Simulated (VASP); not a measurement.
# LaTl (Pm-3m) in VASP: a series of runs

LaTl is run at these levels: LDA; tasks: single point.

All numbers are computed with VASP 6.6.1; they aren't measurements. Logs are shortened: lines on timing, memory, paths and dates and some standing lists are left out, and cuts for length are marked.

## 1. The cell of the first run

The structure is cubic, space group Pm-3m (No. 221). Conventional cell: a = 2.927 Å, b = 2.927 Å, c = 2.927 Å, α = 90.00°, β = 90.00°, γ = 90.00°. La (site symmetry m-3m) has 8 Tl at 2.53 Å and 6 La at 2.93 Å within 3.3 Å. Within 3.3 Å of Tl (site symmetry m-3m) lie 8 La at 2.53 Å and 6 Tl at 2.93 Å.

## 2. Single point, LDA (volume scaled by 0.4)

Input file INCAR:

```
SYSTEM = LaTl
PREC     = Accurate       ! precision mode
ENCUT    = 520            ! plane-wave cutoff, eV
EDIFF    = 1E-7           ! SCF threshold, eV
ISMEAR   = -1             ! smearing method
SIGMA    = 0.05           ! smearing width, eV
LREAL    = .FALSE.        ! projectors in reciprocal space
LASPH    = .TRUE.         ! aspherical terms in the spheres
NELM     = 100            ! most SCF steps
ALGO     = Normal         ! electronic algorithm
ISIF     = 2              ! what is computed and relaxed
LWAVE    = .FALSE.        ! write WAVECAR
LCHARG   = .FALSE.        ! write CHGCAR
GGA      = CA             ! functional
NBANDS   = 19             ! bands
```

Input file KPOINTS:

```
Automatic mesh
0
G
  9 9 9
  0 0 0
```

Input file POSCAR:

```
LaTl
1.0
    2.9268731279      0.0000000000      0.0000000000
    0.0000000000      2.9268731279      0.0000000000
    0.0000000000      0.0000000000      2.9268731279
La Tl
1 1
Direct
    0.0000000000      0.0000000000      0.0000000000
    0.5000000000      0.5000000000      0.5000000000
```

Potentials or basis: VASP PAW LDA potentials, release 64 (La, Tl_d).

Run with:

```console
$ cat potpaw_LDA.64/La/POTCAR potpaw_LDA.64/Tl_d/POTCAR > POTCAR
$ mpirun -np 1 vasp_std > vasp.out
```

OUTCAR:

```text
SYSTEM = LaTl
   PREC = Accurate
   ENCUT = 520
   EDIFF = 1E-7
   ISMEAR = -1
   LREAL = .FALSE.
   LASPH = .TRUE.
   NELM = 100
   ISIF = 2
   GGA = CA

 ion  position               nearest neighbor table
   1  0.000  0.000  0.000-   2 2.53   2 2.53   2 2.53   2 2.53   2 2.53   2 2.53   2 2.53   2 2.53

   2  0.500  0.500  0.500-   1 2.53   1 2.53   1 2.53   1 2.53   1 2.53   1 2.53   1 2.53   1 2.53

  LATTYP: Found a simple cubic cell.
 ALAT       =     2.9268731279

  Lattice vectors:

 A1 = (   2.9268731279,   0.0000000000,   0.0000000000)
 A2 = (   0.0000000000,   2.9268731279,   0.0000000000)
 A3 = (   0.0000000000,   0.0000000000,   2.9268731279)

Analysis of symmetry for initial positions (statically):
=====================================================================
 Subroutine PRICEL returns:
 Original cell was already a primitive cell.

 Routine SETGRP: Setting up the symmetry group for a
 simple cubic supercell.

 Subroutine GETGRP returns: Found 48 space group operations
 (whereof 48 operations were pure point group operations)
 out of a pool of 48 trial point group operations.

The static configuration has the point symmetry O_h .

Analysis of symmetry for dynamics (positions and initial velocities):
=====================================================================
 Subroutine PRICEL returns:
 Original cell was already a primitive cell.

 Routine SETGRP: Setting up the symmetry group for a
 simple cubic supercell.

 Subroutine GETGRP returns: Found 48 space group operations
 (whereof 48 operations were pure point group operations)
 out of a pool of 48 trial point group operations.

The dynamic configuration has the point symmetry O_h .

 Subroutine INISYM returns: Found 48 space group operations
 (whereof 48 operations are pure point group operations),
 and found     1 'primitive' translations

----------------------------------------------------------------------------------------

                                     Primitive cell

  volume of cell :      25.0733

  direct lattice vectors                    reciprocal lattice vectors
     2.926873128  0.000000000  0.000000000     0.341661547  0.000000000  0.000000000
     0.000000000  2.926873128  0.000000000     0.000000000  0.341661547  0.000000000
     0.000000000  0.000000000  2.926873128     0.000000000  0.000000000  0.341661547

  length of vectors
     2.926873128  2.926873128  2.926873128     0.341661547  0.341661547  0.341661547

  position of ions in fractional coordinates (direct lattice)
     0.000000000  0.000000000  0.000000000
     0.500000000  0.500000000  0.500000000

  ion indices of the primitive-cell ions
   primitive index   ion index
                 1           1
                 2           2

----------------------------------------------------------------------------------------

 KPOINTS: Automatic mesh

Automatic generation of k-mesh.
 Grid dimensions read from file:
 generate k-points for:    9    9    9

 Generating k-lattice:

  Cartesian coordinates                     Fractional coordinates (reciprocal lattice)
     0.037962394  0.000000000  0.000000000     0.111111111  0.000000000  0.000000000
     0.000000000  0.037962394  0.000000000     0.000000000  0.111111111  0.000000000
     0.000000000  0.000000000  0.037962394     0.000000000  0.000000000  0.111111111

  Length of vectors
     0.037962394  0.037962394  0.037962394

  Shift w.r.t. Gamma in fractional coordinates (k-lattice)
     0.000000000  0.000000000  0.000000000

 Subroutine IBZKPT returns following result:
 ===========================================

 Found     35 irreducible k-points:

 Following reciprocal coordinates:
            Coordinates               Weight
  0.000000  0.000000  0.000000      1.000000
  0.111111  0.000000  0.000000      6.000000
  0.222222  0.000000  0.000000      6.000000
  0.333333  0.000000  0.000000      6.000000
  0.444444  0.000000  0.000000      6.000000
  0.111111  0.111111  0.000000     12.000000
[... 16 lines left out ...]
  0.333333  0.333333  0.111111     24.000000
  0.444444  0.333333  0.111111     48.000000
 [... further k-points ...]
   k-points           NKPTS =     35   k-points in BZ     NKDIM =     35   number of bands    NBANDS=     19
   number of dos      NEDOS =    301   number of ions     NIONS =      2
   total plane-waves  NPLWV =  13824
   dimension x,y,z NGX =    24 NGY =   24 NGZ =   24
   dimension x,y,z NGXF=    48 NGYF=   48 NGZF=   48
   ions per type =               1   1
   NGX,Y,Z   is equivalent  to a cutoff of  13.63, 13.63, 13.63 a.u.
   NGXF,Y,Z  is equivalent  to a cutoff of  27.26, 27.26, 27.26 a.u.
 SYSTEM =  LaTl
   PREC   = accura    normal or accurate (medium, high low for compatibility)
   ISTART =      0    job   : 0-new  1-cont  2-samecut
   ICHARG =      2    charge: 1-file 2-atom 10-const
   ISPIN  =      1    spin polarized calculation?
   LNONCOLLINEAR =      F non collinear calculations
   LSORBIT =      F    spin-orbit coupling
   LASPH  =      T    aspherical Exc in radial PAW
   ENCUT  =  520.0 eV  38.22 Ry    6.18 a.u.   5.44  5.44  5.44*2*pi/ulx,y,z
   NELM   =    100;   NELMIN=  2; NELMDL= -5     # of ELM steps
   EDIFF  = 0.1E-06   stopping-criterion for ELM
   LREAL  =      F    real-space projection
   EDIFFG = 0.1E-05   stopping-criterion for IOM
   NSW    =      0    number of steps for IOM
   IBRION =     -1    ionic relax: 0-MD 1-quasi-New 2-CG
   NFREE  =      0    steps in history (QN), initial steepest desc. (CG)
   ISIF   =      2    stress and relaxation
   ISYM   =      2    0-nonsym 1-usesym 2-fastsym
   POTIM  = 0.5000    time-step for ionic-motion
   TEBEG  =    0.0;   TEEND  =   0.0 temperature during run
   PSTRESS=    0.0 pullay stress
   NELECT =      24.0000    total number of electrons
   NUPDOWN=      -1.0000    fix difference up-down
   EMIN   =  10.00;   EMAX   =-10.00  energy-range for DOS
   EFERMI =   0.00;   METHOD = LEGACY
   ISMEAR =    -1;   SIGMA  =   0.05  broadening in eV -4-tet -1-fermi 0-gaus
   EFERMI_NEDOS =   21; number of points for ismear=-14 and -15
   IALGO  =     38    algorithm
   IMIX   =      4    mixing-type and parameters
     AMIX     =   0.40;   BMIX     =  1.00
     AMIX_MAG =   1.60;   BMIX_MAG =  1.00
  volume/ion in A,a.u.               =      12.54        84.60
  Fermi-wavevector in a.u.,A,eV,Ry     =   1.613397  3.048879 35.416660  2.603051
  Thomas-Fermi vector in A             =   2.708473
   LORBIT       =      0    0 simple, 1 ext, 2 COOP (PROOUT), +10 PAW based schemes
   GGA     = CA    functional components
   LHFCALC =     F    Hartree Fock is set to
   AEXX    =    0.0000 exact exchange contribution
   IVDW    =     0    specifies the selected vdW correction
   LEPSILON=     F    determine dielectric tensor
   LRPA    =     F    only Hartree local field effects (RPA)
 non-spin polarized calculation
  energy-cutoff  :      520.00
  volume of cell :       25.07
 maximum number of plane-waves:       691
 NGX is ok and might be reduce to    24
   NGX = 11   NGY = 11   NGZ = 11

 number of electron      23.9999996 magnetization

 Free energy of the ion-electron system (eV)
  ---------------------------------------------------
  ext. energy  EPLUGINS =         0.00000000
  ---------------------------------------------------
  free energy    TOTEN  =         5.31235572 eV

  energy without entropy =        5.32689598  energy(sigma->0) =        5.31962585

 E-fermi :  22.8417     XC(G=0): -15.1415

 val. band max:       22.8355022319   @ k =   0.4444   0.3333   0.3333
 cond. band min:      22.8509497491   @ k =   0.2222   0.1111   0.1111
 fundamental gap:      0.0154475172
 Fermi energy:        22.8416503830

 k-point     1 :       0.0000    0.0000    0.0000
  band No.  band energies     occupation
      1     -11.3949      2.00000
      2       6.1709      2.00000
      3       6.1709      2.00000
      4       7.2336      2.00000
      5       7.2336      2.00000
      6       7.2336      2.00000
[... 11 lines left out ...]
     18      26.1313      0.00000
     19      26.5652      0.00000

 k-point     2 :       0.1111    0.0000    0.0000
  band No.  band energies     occupation
      1     -11.2674      2.00000
      2       5.2645      2.00000
      3       6.2175      2.00000
      4       6.6472      2.00000
      5       6.6472      2.00000
      6       7.3357      2.00000
[... 11 lines left out ...]
     18      25.9612      0.00000
     19      26.6191      0.00000

 k-point     3 :       0.2222    0.0000    0.0000
  band No.  band energies     occupation
      1     -10.9202      2.00000
      2       3.3579      2.00000
      3       5.9058      2.00000
      4       5.9058      2.00000
      5       6.3387      2.00000
      6       7.9186      2.00000
[... 11 lines left out ...]
     18      25.8536      0.00000
     19      26.7760      0.00000

 k-point     4 :       0.3333    0.0000    0.0000
  band No.  band energies     occupation
      1     -10.4719      2.00000
      2       1.6098      2.00000
      3       5.3615      2.00000
      4       5.3615      2.00000
      5       6.4829      2.00000
      6       8.3385      2.00000
[... 11 lines left out ...]
     18      26.2247      0.00000
     19      27.0066      0.00000

 k-point     5 :       0.4444    0.0000    0.0000
  band No.  band energies     occupation
      1     -10.1375      2.00000
      2       0.5763      2.00000
      3       5.0770      2.00000
      4       5.0770      2.00000
      5       6.5811      2.00000
      6       8.3563      2.00000
[... 11 lines left out ...]
     18      26.6532      0.00000
     19      27.2097      0.00000
[... 334 lines left out ...]
      2       2.2871      2.00000
      3       4.0293      2.00000
      4       5.5142      2.00000
      5       7.0679      2.00000
      6       7.7697      2.00000
[... 11 lines left out ...]
     18      26.9213      0.00000
     19      27.4468      0.00000

 k-point    22 :       0.4444    0.2222    0.1111
  band No.  band energies     occupation
      1      -9.7786      2.00000
      2       1.4778      2.00000
      3       3.9675      2.00000
      4       5.8157      2.00000
      5       7.0605      2.00000
      6       7.8142      2.00000
[... 11 lines left out ...]
     18      26.9133      0.00000
     19      27.5700      0.00000

 k-point    23 :       0.3333    0.3333    0.1111
  band No.  band energies     occupation
      1      -9.7412      2.00000
      2       2.5157      2.00000
      3       3.2890      2.00000
      4       5.7318      2.00000
      5       7.2084      2.00000
      6       7.7892      2.00000
[... 11 lines left out ...]
     18      27.0666      0.00000
     19      27.7243      0.00000

 k-point    24 :       0.4444    0.3333    0.1111
  band No.  band energies     occupation
      1      -9.5243      2.00000
      2       2.1540      2.00000
      3       3.2605      2.00000
      4       6.1882      2.00000
      5       7.1175      2.00000
      6       7.7840      2.00000
[... 11 lines left out ...]
     18      27.0868      0.00000
     19      27.7050      0.00000

 [... further k-points ...]

------------------------ aborting loop because EDIFF is reached ----------------------------------------

  FORCE on cell =-STRESS in cart. coord.  units (eV):
  Direction    XX          YY          ZZ          XY          YZ          ZX
  --------------------------------------------------------------------------------------
  -------------------------------------------------------------------------------------
  Total       47.0092246     47.0092246     47.0092246      0.0000000      0.0000000     -0.0000000
  in kB     3003.8758422   3003.8758422   3003.8758422      0.0000000      0.0000000     -0.0000000
  external PRESSURE =    3003.8758422 kB  Pullay stress =       0.0000000 kB

 VOLUME and BASIS-vectors are now :
 -----------------------------------------------------------------------------
  energy-cutoff  :      520.00
  volume of cell :       25.07
      direct lattice vectors                 reciprocal lattice vectors
     2.926873128  0.000000000  0.000000000     0.341661547  0.000000000  0.000000000
     0.000000000  2.926873128  0.000000000     0.000000000  0.341661547  0.000000000
     0.000000000  0.000000000  2.926873128     0.000000000  0.000000000  0.341661547

 POSITION                                       TOTAL-FORCE (eV/Angst)
 -----------------------------------------------------------------------------------
      0.00000      0.00000      0.00000         0.000000      0.000000      0.000000
      1.46344      1.46344      1.46344         0.000000      0.000000      0.000000
 -----------------------------------------------------------------------------------
    total drift:                                0.000000     -0.000000     -0.000000

  FREE ENERGIE OF THE ION-ELECTRON SYSTEM (eV)
  ---------------------------------------------------
  free  energy   TOTEN  =         5.3123557174 eV

  energy  without entropy=        5.3268959776  energy(sigma->0) =        5.31962585
```

Wall time 30 s (1 thread of AMD EPYC 7R13, shared host); peak memory 0.12 GiB.

What came out:

```
Free energy            : 5.3124 eV
Pressure               : 300.4 GPa
Band gap on the k mesh : zero (band 12 reaches 23.61 eV, above the bottom of band 13 at 19.06 eV)
```

Caveat: spin-orbit coupling is left out, which moves the levels of the heavy elements.

(Part 1 of 2 ends here.)
